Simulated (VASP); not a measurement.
Here is a VASP 6.6.1 calculation.

Contents of INCAR:

```
  ALGO = Normal
  EDIFF = 1E-6
  ENCUT = 600
  GGA = PE
  GGA_COMPAT = F
  ISIF = 2
  ISMEAR = 0
  LASPH = T
  LCHARG = T
  LELF = T
  LMAXMIX = 6
  LREAL = F
  LVHAR = T
  LWAVE = F
  NBANDS = 18
  NELM = 200
  PREC = Accurate
  SIGMA = 0.1
```

Contents of KPOINTS:

```
k-points
0
Gamma
  6 6 4
```

The input POSCAR:

```
DyC3
1.0
    3.7649032860      0.0000000000      0.0000000000
   -1.7127933354      3.4143766345      0.0000000000
   -0.5013113028     -0.8260515533      3.7814475256
Dy C
1 3
Direct
    0.0000000000      0.5000000000      0.5000000000
    0.5249244243      0.6891591546      0.1146942658
    0.4750755757      0.3108408454      0.8853057342
    0.5000000000      0.0000000000      0.0000000000
```

Potentials or basis: VASP PAW PBE potentials, release 64 (Dy_3, C), 4f in core.

The run is started by

```bash
$ cat potpaw_PBE.64/Dy_3/POTCAR potpaw_PBE.64/C/POTCAR > POTCAR
$ mpirun -np 1 vasp_std > vasp.out
```

(1) Estimate the pressure.

(2) Predict the largest force.

(3) Predict the band gap on the k mesh.

Answers

(1) 0.5 GPa.

(2) 0.220 eV/Å.

(3) zero (an odd number of electrons rules out a gap without spin polarisation).

Caveat: the k points lie up to 0.42 Å⁻¹ apart, too coarse for converged energies and pressures of a metal; spin-orbit coupling is left out, which moves the levels of the heavy elements; the 4f electrons are frozen in the core, so they carry no moment and show no levels.
